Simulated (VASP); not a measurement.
# SiC: single point with r2SCAN

Crystal: SiC.

```
Si C
1.0
     3.11648    0.00000    0.00000
    -1.55824    2.69895    0.00000
     0.00000    0.00000    5.11443
Si C
2 2
Direct
  0.33333 0.66667 0.00000
  0.66667 0.33333 0.50000
  0.33333 0.66667 0.38500
  0.66667 0.33333 0.88500
```

```
Program             : VASP 6.6.1
Task                : single point
Functional          : r2SCAN
Potentials or basis : VASP PAW PBE potentials, release 64 (Si, C)
Cutoff              : 520 eV
k mesh              : 12 × 12 × 4
Occupations         : gaussian, width 0.01 eV
Spin                : no spin polarisation
```

| Property | Result |
| --- | --- |
| Pressure | -8.3 GPa |
| Largest force | 0.711 eV/Å |
| Band gap on the k mesh | 2.76 eV (least direct gap 4.49 eV) |

Forces on the atoms (eV/Å):
```
Si   0.000  0.000  0.711
Si   0.000  0.000  0.711
C    0.000  0.000 -0.711
C    0.000  0.000 -0.711
```

Stress tensor (GPa, compression positive):
```
-7.39  0.00  0.00
 0.00 -7.39  0.00
 0.00  0.00 -9.98
```

Levels at points of the mesh, in eV from the valence-band top:
| k point | band 4 | band 5 | band 6 | band 7 | band 8 | band 9 | band 10 | band 11 | band 12 | band 13 |
| --- | --- | --- | --- | --- | --- | --- | --- | --- | --- | --- |
| (0.00, 0.00, 0.00) | -1.63 | -1.63 | -0.30 | -0.30 | 0.00 | 4.82 | 6.13 | 6.77 | 6.77 | 7.76 |
| (0.50, 0.00, 0.00) | -6.73 | -5.49 | -3.64 | -3.23 | -1.56 | 2.94 | 4.56 | 7.00 | 7.55 | 10.01 |
| (0.00, 0.00, 0.50) | -4.57 | -1.02 | -1.02 | -1.02 | -1.02 | 5.92 | 5.92 | 7.47 | 7.47 | 7.47 |
| (0.50, 0.00, 0.50) | -8.57 | -2.77 | -2.77 | -2.41 | -2.41 | 3.49 | 3.49 | 5.33 | 5.33 | 10.82 |

It took 2.5 min on 1 thread of Intel Xeon 8259CL, on a shared host, peak memory 0.18 GiB.

Caveat: the cell stands under tension; the PAW data sets were made with another functional, which shifts forces and pressure a little. A k mesh can miss the band edges.
